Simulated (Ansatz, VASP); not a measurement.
One calculation of Tl, two programs

```
Tl
1.0
     3.61243    0.00000    0.00000
    -1.80621    3.12846    0.00000
     0.00000    0.00000    5.56527
Tl
2
Cartesian
  0.0000 2.0856 4.1740
  1.8062 1.0428 1.3913
```

Alike in both runs: functional PBE; k mesh 15 × 15 × 8; occupations gaussian, width 0.1 eV; no spin polarisation.

Ansatz relaxed the structure, and its values are those at the end. VASP's run is a single point on that final structure, the one shown.

|  | VASP | Ansatz |
| --- | --- | --- |
| version | VASP 6.6.1 | Ansatz 0.2.0 |
| potentials or method | VASP PAW PBE potentials, release 64 (Tl_d), cutoff 520 eV | scalar-relativistic, plane waves, PAW |
| valence electrons in the cell | 26 | 26 |

|  | VASP | Ansatz | Ansatz less VASP |
| --- | --- | --- | --- |
| gap on the k mesh at the Fermi level (eV) | none | none | - |
| pressure (GPa) | -0.1 | 0.0 | +0.06 |

A gap of «none» marks a metal or a gap that the smearing closes. The functional is the same, so the differences come from potentials, cutoffs and numerics.

Spin-orbit coupling is off throughout.
